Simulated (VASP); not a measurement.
Here is a VASP 6.6.1 calculation.

INCAR

```
  PREC = Accurate
  ENCUT = 910
  EDIFF = 1E-6
  ISMEAR = -1
  SIGMA = 0.02
  LREAL = Auto
  LASPH = T
  NELM = 120
  ALGO = Normal
  ISIF = 2
  LWAVE = F
  LCHARG = F
  GGA = PE
  IVDW = 12
  NBANDS = 76
  GGA_COMPAT = F
```

The input KPOINTS:

```
Automatic mesh
0
Gamma
  1 1 1
```

The input POSCAR:

```
HCClF4
1.0
    6.4461480000      0.0000000000      0.0000000000
    0.0000000000      6.5975660000      0.0000000000
    0.0000000000      0.0000000000      6.4233800000
C F Cl H
3 12 3 3
Direct
    0.4505946807      0.5861707181      0.6703635781
    0.9054865014      0.0689951415      0.3598261352
    0.1120669274      0.6036923314      0.1891683195
    0.6438263596      0.5039434240      0.7271249716
    0.3392413578      0.5663149107      0.8424225252
    0.4671782280      0.7871539292      0.6224915854
    0.3583845732      0.4851940852      0.5106968605
    1.0422813749      0.2070157388      0.4252122714
    0.9037335165     -0.0064872409      0.1562884338
    0.8839232360     -0.1319122840      0.4638212281
    0.7211748784      0.1564213227      0.3965202121
    0.2019190375      0.7440168086      0.3022863352
   -0.0569642521      0.5353792596      0.2816741342
    0.0513950347      0.6744153829     -0.0028333992
    0.2455575019      0.4450429143      0.1419657563
    0.4932403041      0.1010372613      0.9710931005
   -0.0039558508      0.2489099768      0.8335486924
    0.6194707289      0.7203414108      0.2019186161
    0.3412735792      0.0502912741      1.0888037139
   -0.1060012895      0.0929130531      0.9131329612
    0.5592021778      0.5448676072      0.2405275727
```

Potentials or basis: VASP PAW PBE potentials, release 64 (C_h, F_h, Cl, H_h).

Run with:

```bash
$ cat potpaw_PBE.64/C_h/POTCAR potpaw_PBE.64/F_h/POTCAR potpaw_PBE.64/Cl/POTCAR potpaw_PBE.64/H_h/POTCAR > POTCAR
$ mpirun -np 1 vasp_gam > vasp.out
```

Q: What does it give for the largest force?

A: 4.260 eV/Å.

Q: What does it give for the pressure?

A: 3.6 GPa.

Q: Predict the dispersion energy per atom.

A: -0.062 eV.

Forces on the atoms (eV/Å):
```
C    1.143  0.290  1.261
C   -3.280 -2.287  1.029
C   -0.488 -1.137 -2.435
F   -1.604  0.932 -1.736
F    0.466  0.217 -1.846
F    0.054 -1.617  0.260
F    1.170 -0.016  1.398
F    0.426 -2.862 -1.658
F    1.478  1.834  2.131
F    1.742  3.850  0.542
F    0.255 -0.159 -0.370
F   -0.046  0.218 -0.482
F    1.290 -0.787  0.474
F   -0.027  0.504  1.468
F   -1.046  0.800  1.873
Cl  -0.243  0.341 -0.224
Cl  -0.665 -0.646  0.253
Cl  -0.968  0.658 -1.154
H    0.087 -0.056 -0.075
H    0.553  1.058 -0.836
H   -0.298 -1.133  0.128
```

Caveat: the k points lie up to 0.98 Å⁻¹ apart; the cutoff is under 1.25 times the usual one of these potentials, so pressure, stress and relaxed cells hold a basis-set (Pulay) error.
